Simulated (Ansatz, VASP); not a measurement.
# PbI2: VASP beside Ansatz

Contents of INCAR:

```
PREC = Accurate
ENCUT = 500
EDIFF = 1E-6
ISMEAR = 0
SIGMA = 0.1
LREAL = False
LASPH = True
NELM = 120
ALGO = Normal
ISIF = 2
LWAVE = False
LCHARG = False
NBANDS = 21
GGA_COMPAT = False
```

KPOINTS

```
regular mesh
0
Gamma
  6 6 4
```

File POSCAR:

```
PbI2
1.0
    4.5550018558      0.0000000000      0.0000000000
   -2.2775009279      3.9447473214      0.0000000000
    0.0000000000      0.0000000000      6.9770000000
Pb I
1 2
Direct
    0.0000000000      0.0000000000      0.0000000000
    0.3333333333      0.6666666667      0.2650000000
    0.6666666667      0.3333333333      0.7350000000
```

Input for Ansatz:

```yaml
crystal:
  lattice:
    - [4.5550018558, 0.0, 0.0]
    - [-2.2775009279, 3.9447473214, 0.0]
    - [0.0, 0.0, 6.977]
  atoms:
    - { symbol: Pb, position: [0.0, 0.0, 0.0] }
    - { symbol: I, position: [0.3333333333, 0.6666666667, 0.265] }
    - { symbol: I, position: [0.6666666667, 0.3333333333, 0.735] }
basis:
  ecutwfc: 420
kpoints:
  mp_grid: { grid: [6, 6, 4] }
hamiltonian:
  xc: lda
scf:
  occupations: { method: gaussian, width: 0.1 }
output:
  forces: true
  stress: true
  eigenvalues: true
```

Alike in both runs: task single point; functional LDA; k mesh 6 × 6 × 4; occupations gaussian, width 0.1 eV; no spin polarisation.

|  | VASP | Ansatz |
| --- | --- | --- |
| version | VASP 6.6.1 | Ansatz 0.2.0 |
| potentials or method | VASP PAW LDA potentials, release 64 (Pb_d, I), cutoff 500 eV | scalar-relativistic, plane waves, PAW |
| valence electrons in the cell | 28 | 48 |

VASP gave:

- gap on the k mesh at the Fermi level (eV): 2.03
- least direct gap on the mesh (eV): 2.03
- pressure (GPa): -1.0
- rms of the force components (eV/Å): 0.027

Task: What did Ansatz give for the same quantities?

Result: gap on the k mesh at the Fermi level (eV): 2.04; least direct gap on the mesh (eV): 2.04; pressure (GPa): -1.1; rms of the force components (eV/Å): 0.033.

LDA's correlation is that of Perdew and Zunger in VASP and of Perdew and Wang (1992) in Ansatz. Atom by atom the forces differ by 0.006 eV/Å (rms over components). VASP's potentials hold 28 valence electrons a cell and Ansatz's 48, so a difference there can come from the potentials and not from the codes.

Spin-orbit coupling is off throughout.
